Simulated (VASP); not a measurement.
# Mg (P6_3/mmc) in VASP: a series of runs, part 2 of 2

VASP 6.6.1.

## 3. Relaxation of cell and atoms, revPBE

This run uses another cell than the first one, of 23.24 Å³/atom, 0.881 times its volume.

Contents of INCAR:

```
PREC = Accurate ; ENCUT = 600
EDIFF = 1E-6 ; ISMEAR = -1
SIGMA = 0.1 ; LREAL = False
LASPH = True ; NELM = 100
ALGO = Normal ; ISIF = 3
LWAVE = False ; LCHARG = False
GGA = RE ; IBRION = 2
NSW = 80 ; EDIFFG = -0.01
```

Contents of KPOINTS:

```
regular mesh
0
Gamma
  11 11 6
```

Contents of POSCAR:

```
Mg
1.0
    3.2092715325      0.0000000000      0.0000000000
   -1.6046357662      2.7793106748      0.0000000000
    0.0000000000      0.0000000000      5.2103300000
Mg
2
Direct
    0.3333333333      0.6666666667      0.2500000000
    0.6666666667      0.3333333333      0.7500000000
```

Potentials or basis: VASP PAW PBE potentials, release 64 (Mg).

The run is started by

```console
cat potpaw_PBE.64/Mg/POTCAR > POTCAR
mpirun -np 1 vasp_std > vasp.out
```

OUTCAR:

```text
PREC = Accurate
   ENCUT = 600
   EDIFF = 1E-6
   ISMEAR = -1
   LREAL = False
   LASPH = True
   NELM = 100
   ISIF = 3
   GGA = RE
   IBRION = 2
   NSW = 80
   EDIFFG = -0.01

 ion  position               nearest neighbor table
   1  0.333  0.667  0.250-   2 3.20   2 3.20   2 3.20   2 3.20   2 3.20   2 3.20
   2  0.667  0.333  0.750-   1 3.20   1 3.20   1 3.20   1 3.20   1 3.20   1 3.20

  LATTYP: Found a hexagonal cell.
 ALAT       =     3.2092715325
 C/A-ratio  =     1.6235242008

  Lattice vectors:

 A1 = (   3.2092715325,   0.0000000000,   0.0000000000)
 A2 = (  -1.6046357662,   2.7793106748,   0.0000000000)
 A3 = (   0.0000000000,   0.0000000000,   5.2103300000)

Analysis of symmetry for initial positions (statically):
=====================================================================
 Subroutine PRICEL returns:
 Original cell was already a primitive cell.

 Routine SETGRP: Setting up the symmetry group for a
 hexagonal supercell.

 Subroutine GETGRP returns: Found 24 space group operations
 (whereof 12 operations were pure point group operations)
[... 170 lines left out ...]

  FORCE on cell =-STRESS in cart. coord.  units (eV):
  Direction    XX          YY          ZZ          XY          YZ          ZX
  --------------------------------------------------------------------------------------
  -------------------------------------------------------------------------------------
  Total        0.0863000      0.0863000      0.0857486      0.0000000      0.0000000      0.0000000
  in kB        2.9751739      2.9751739      2.9561644      0.0000000      0.0000000      0.0000000
  external PRESSURE =       2.9688374 kB  Pullay stress =       0.0000000 kB
[... 59 lines left out ...]
--------------------------------------- Ionic step        3  -------------------------------------------

 number of electron       4.0000000 magnetization

 Free energy of the ion-electron system (eV)
  ---------------------------------------------------
  ext. energy  EPLUGINS =         0.00000000
  ---------------------------------------------------
  free energy    TOTEN  =        -2.74712308 eV

  energy without entropy =       -2.72832460  energy(sigma->0) =       -2.73772384

 E-fermi :   2.6146     XC(G=0):  -8.3477

 val. band max:        2.4819049605   @ k =   0.3636   0.2727   0.5000
 cond. band min:       2.7128820056   @ k =   0.1818   0.1818   0.0000
 fundamental gap:      0.2309770452
 Fermi energy:         2.6146311517

 k-point     1 :       0.0000    0.0000    0.0000
  band No.  band energies     occupation
      1      -4.2275      2.00000
      2       0.9441      2.00000
      3       1.3982      1.99999
      4      13.4481      0.00000
      5      13.4481      0.00000
      6      13.5535      0.00000
[... 199 lines left out ...]
 k-point    24 :       0.1818    0.0909    0.1667
  band No.  band energies     occupation
      1      -2.9586      2.00000
      2       0.6053      2.00000
      3       4.0769      0.00000
      4       7.2212      0.00000
      5       8.7724      0.00000
      6      10.6006      0.00000

 [... further k-points ...]
[... 5 lines left out ...]
  --------------------------------------------------------------------------------------
  -------------------------------------------------------------------------------------
  Total        0.0000160      0.0000160      0.0011360      0.0000000      0.0000000      0.0000000
  in kB        0.0005481      0.0005481      0.0388410      0.0000000      0.0000000      0.0000000
  external PRESSURE =       0.0133124 kB  Pullay stress =       0.0000000 kB
[... 17 lines left out ...]
  FREE ENERGIE OF THE ION-ELECTRON SYSTEM (eV)
  ---------------------------------------------------
  free  energy   TOTEN  =        -2.7471230843 eV

  energy  without entropy=       -2.7283246000  energy(sigma->0) =       -2.73772384

 reached required accuracy - stopping structural energy minimisation
```

CONTCAR:

```text
Mg
   1.00000000000000
     3.2181828507346260    0.0000000000001604    0.0000000000000000
    -1.6090914253170354    2.7870281027724202    0.0000000000000000
     0.0000000000000000    0.0000000000000000    5.2247053011529525
  Mg
     2
Direct
     0.3333333332999970    0.6666666667000030    0.2500000000000000
     0.6666666667000030    0.3333333332999970    0.7500000000000000

  0.00000000E+00  0.00000000E+00  0.00000000E+00
  0.00000000E+00  0.00000000E+00  0.00000000E+00
```

Run time: 16 s. Hardware: 1 thread of Intel Xeon 6975P-C (Granite Rapids), shared host; peak memory 0.19 GiB.

What came out:

```yaml
Free_energy: -2.7471 eV
Relaxed_volume: 23.43 Å³/atom
Relaxed_cell: a = 3.218 Å, b = 3.218 Å, c = 5.225 Å, α = 90.00°, β = 90.00°, γ = 120.00°
Space_group_after_relaxing_to_0.05_Å: P6_3/mmc (No. 194)
Energy_gained_by_relaxing: 0.2 meV/atom
Ionic_steps: 3
Pressure_after_relaxing: 0.0 GPa
Band_gap_on_the_k_mesh: zero (band 2 reaches 3.47 eV, above the bottom of band 3 at 1.40 eV)
```

Step by step:
```csv
step,energy change (eV),largest force (eV/Å),pressure (GPa),volume (Å³)
1,0.0000,0.0000,0.30,46.47
2,-0.0003,0.0000,0.07,46.76
3,-0.0004,0.0000,0.00,46.86
```

Final structure:
```
CELL_PARAMETERS angstrom
3.21818 0.00000 0.00000
-1.60909 2.78703 0.00000
0.00000 0.00000 5.22471
ATOMIC_POSITIONS crystal
Mg 0.33333 0.66667 0.25000
Mg 0.66667 0.33333 0.75000
```

Levels at points of the mesh, in eV from the Fermi level:
```
           k point  band 1  band 2  band 3  band 4  band 5
(0.00, 0.00, 0.00)   -6.84   -1.67   -1.22   10.83   10.83
(0.00, 0.00, 0.50)   -5.47   -5.47    4.98    4.98   11.58
```

Caveat: the PAW data sets were made with another functional, which shifts forces and pressure a little. revPBE gives volumes clearly too large for solids.

## 4. Single point, revPBE

This run uses another cell than the first one, of 23.56 Å³/atom, 0.893 times its volume.

Contents of INCAR:

```
SYSTEM = Mg
PREC = Accurate
ENCUT = 600
EDIFF = 1E-6
ISMEAR = -1
SIGMA = 0.1
LREAL = .False.
LASPH = .True.
NELM = 120
ALGO = Normal
ISIF = 2
LWAVE = .False.
LCHARG = .True.
GGA = RE
LELF = .True.
LVHAR = .True.
NBANDS = 9
GGA_COMPAT = .False.
```

Contents of KPOINTS:

```
regular mesh
0
Gamma
  6 6 3
  0 0 0
```

Contents of POSCAR:

```
Mg
1.0
    3.2237886998      0.0000000000      0.0000000000
   -1.6118943499      2.7918829105      0.0000000000
    0.0000000000      0.0000000000      5.2342154175
Mg
2
Direct
    0.3333333333      0.6666666667      0.2500000000
    0.6666666667      0.3333333333      0.7500000000
```

Potentials or basis: VASP PAW PBE potentials, release 64 (Mg).

The run is started by

```console
cat potpaw_PBE.64/Mg/POTCAR > POTCAR
mpirun -np 1 vasp_std > vasp.out
```

OUTCAR:

```text
SYSTEM = Mg
   PREC = Accurate
   ENCUT = 600
   EDIFF = 1E-6
   ISMEAR = -1
   LREAL = .False.
   LASPH = .True.
   NELM = 120
   ISIF = 2
   GGA = RE

 ion  position               nearest neighbor table
   1  0.333  0.667  0.250-   2 3.21   2 3.21   2 3.21   2 3.21   2 3.21   2 3.21
   2  0.667  0.333  0.750-   1 3.21   1 3.21   1 3.21   1 3.21   1 3.21   1 3.21

  LATTYP: Found a hexagonal cell.
 ALAT       =     3.2237886998
 C/A-ratio  =     1.6236223602

  Lattice vectors:

[... 343 lines left out ...]

------------------------ aborting loop because EDIFF is reached ----------------------------------------

  FORCE on cell =-STRESS in cart. coord.  units (eV):
  Direction    XX          YY          ZZ          XY          YZ          ZX
  --------------------------------------------------------------------------------------
  -------------------------------------------------------------------------------------
  Total       -0.0570815     -0.0570815      0.0607128      0.0000000      0.0000000      0.0000000
  in kB       -1.9412903     -1.9412903      2.0647896      0.0000000      0.0000000      0.0000000
  external PRESSURE =      -0.6059304 kB  Pullay stress =       0.0000000 kB

 VOLUME and BASIS-vectors are now :
 -----------------------------------------------------------------------------
  energy-cutoff  :      600.00
  volume of cell :       47.11
      direct lattice vectors                 reciprocal lattice vectors
     3.223788700  0.000000000  0.000000000     0.310194027  0.179090605  0.000000000
    -1.611894350  2.791882911  0.000000000     0.000000000  0.358181210  0.000000000
     0.000000000  0.000000000  5.234215417     0.000000000  0.000000000  0.191050601

 POSITION                                       TOTAL-FORCE (eV/Angst)
 -----------------------------------------------------------------------------------
     -0.00000      1.86126      1.30855        -0.000000     -0.000000      0.000000
      1.61189      0.93063      3.92566         0.000000      0.000000      0.000000
 -----------------------------------------------------------------------------------
    total drift:                               -0.000000      0.000000     -0.000000

  FREE ENERGIE OF THE ION-ELECTRON SYSTEM (eV)
  ---------------------------------------------------
  free  energy   TOTEN  =        -2.6497035982 eV

  energy  without entropy=       -2.6094434780  energy(sigma->0) =       -2.62957354
```

OSZICAR:

```text
N       E                     dE             d eps       ncg     rms          rms(c)
DAV:   1     0.521126176299E-01    0.52113E-01   -0.13397E+03   252   0.343E+02
DAV:   2    -0.261107919391E+01   -0.26632E+01   -0.25570E+01   369   0.292E+01
DAV:   3    -0.265569627916E+01   -0.44617E-01   -0.44039E-01   314   0.286E+00
DAV:   4    -0.265591569002E+01   -0.21941E-03   -0.21924E-03   321   0.185E-01
DAV:   5    -0.265591661962E+01   -0.92960E-06   -0.92939E-06   302   0.108E-02    0.102E+00
DAV:   6    -0.265490910709E+01    0.10075E-02   -0.84220E-04   269   0.257E-01    0.658E-01
DAV:   7    -0.264968135002E+01    0.52278E-02   -0.26712E-03   262   0.441E-01    0.376E-02
DAV:   8    -0.264970619642E+01   -0.24846E-04   -0.16268E-05   340   0.249E-02    0.883E-03
DAV:   9    -0.264970388471E+01    0.23117E-05   -0.15623E-06   277   0.653E-03    0.708E-04
DAV:  10    -0.264970359819E+01    0.28652E-06   -0.95902E-09   144   0.646E-04
   1 F= -.26497036E+01 E0= -.26295735E+01  d E =-.402601E-01
```

It took 8.8 s on 1 thread of Intel Xeon Platinum 8488C (Sapphire Rapids), shared host; peak memory 0.16 GiB.

What came out:

* Free energy: -2.6497 eV
* Pressure: -0.1 GPa
* Band gap on the k mesh: zero (band 2 reaches 2.90 eV, above the bottom of band 3 at 1.37 eV)

Stress tensor (GPa, compression positive):
```
-0.19  0.00  0.00
 0.00 -0.19  0.00
 0.00  0.00  0.21
```

Caveat: the k points lie up to 0.40 Å⁻¹ apart; the PAW data sets were made with another functional, which shifts forces and pressure a little.

## 5. Overview

| task | cell | k mesh | cutoff (eV) | gap on the mesh (eV) | pressure (GPa) |
| --- | --- | --- | --- | --- | --- |
| single point | a = 3.348, b = 3.348, c = 5.436 Å, angles 90.0, 90.0, 120.0°, 2 atoms | 18 × 18 × 10 | 520 | none | -3.2 |
| relaxation of cell and atoms | relaxed from a = 3.209, b = 3.209, c = 5.210 Å, angles 90.0, 90.0, 120.0°, 2 atoms | 11 × 11 × 6 | 600 | none | 0.0 |
| single point | a = 3.224, b = 3.224, c = 5.234 Å, angles 90.0, 90.0, 120.0°, 2 atoms | 6 × 6 × 3 | 600 | none | -0.1 |

Alike in all rows: level revPBE; potentials or basis VASP PAW PBE potentials, release 64 (Mg); no spin polarisation; smearing fermi-dirac 0.1 eV.

Caveats: some runs use coarse meshes; the PAW data sets were made with another functional, which shifts forces and pressure a little.

Total energies depend on the potentials used, so only differences within one code and one set of settings carry meaning.
